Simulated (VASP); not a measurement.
# Sb: relaxation of cell and atoms with PBE

Crystal: Sb.

```
Sb
1.0
     0.00000    2.39815    2.39815
     2.39815    0.00000    2.39815
     2.39815    2.39815    0.00000
Sb
1
Direct
  0.00000 0.00000 0.00000
```

This isn't the form of Sb at room conditions, which is rhombohedral.

```yaml
Program: VASP 6.6.1
Task: relaxation of cell and atoms
Functional: PBE
Potentials_or_basis: VASP PAW PBE potentials, release 64 (Sb)
Cutoff: 600 eV
k_mesh: 15 × 15 × 15
Occupations: fermi-dirac, width 0.05 eV
Spin: non-collinear spin, zero start, spin-orbit coupling
Starting_moments: "[[0.0, 0.0, 0.0]] μB"
Dipole_correction: no
Further_INCAR_settings: ALGO = Normal; EDIFF = 1e-06; IBRION = 2; EDIFFG = -0.005; NSW = 45; ISIF = 3
```

| Property | Result |
| --- | --- |
| Relaxed volume | 27.52 Å³/atom |
| Relaxed cell | a = 3.389 Å, b = 3.389 Å, c = 3.389 Å, α = 60.00°, β = 60.00°, γ = 60.00° |
| Space group after relaxing (to 0.1 Å) | Fm-3m (No. 225) |
| Energy gained by relaxing | 0.0 meV/atom |
| Ionic steps | 3 |
| Pressure after relaxing | 0.0 GPa |
| Net moment | 0.00 μB per cell |
| Valence electrons inside the program's atomic spheres | Sb 2.33 |

Final structure:
```xyz
1
Lattice="0.0000 2.3963 2.3963 2.3963 0.0000 2.3963 2.3963 2.3963 0.0000" Properties=species:S:1:pos:R:3 pbc="T T T"
Sb    0.0000    0.0000    0.0000
```

Moments on the atoms (μB; x, y, z):
```
Sb  0.00 0.00 0.00
```

It took 76 s on 1 thread of AMD EPYC 9R45 96-Core Processor (Zen 5), on a shared host, peak memory 0.26 GiB.
